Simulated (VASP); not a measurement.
Runs of VASP 6.6.1 on CdCl. The structure is that of space group F-43m (No. 216), or close to it. The cells are those of the table. 

```csv
task,cell,k mesh,cutoff (eV),gap on the mesh (eV),pressure (GPa),relaxed volume (Å³/atom)
relaxation of cell and atoms,"relaxed from a = 4.642 Å, angles 60.0°, 2 atoms",14 × 14 × 14,600,none,0.0,(a)
single point,"a = 4.642 Å, angles 60.0°, 2 atoms",6 × 6 × 6,520,none,0.1,-
relaxation of cell and atoms,"relaxed from a = 4.284 Å, angles 60.0°, 2 atoms",6 × 6 × 6,600,none,0.0,35.54
single point,"a = 4.642 Å, angles 60.0°, 2 atoms",14 × 14 × 14,520,none,0.1,-
```

Alike in all rows: level PBE; potentials or basis VASP PAW PBE potentials, release 64 (Cd, Cl); no spin polarisation; smearing gaussian 0.1 eV.

**Question.** Estimate the missing entries.

**Answer.** (a) 35.42.

Caveats: an odd number of electrons without spin polarisation forces a metal; a magnetic or distorted state may lie lower; the volume moved by over 15 % at a fixed basis, so the end points are rough (at least some runs).

A k mesh can miss the band edges, and the runs leave out spin-orbit coupling on Cd.

A gap of «none» marks levels without a gap at the run's occupations.
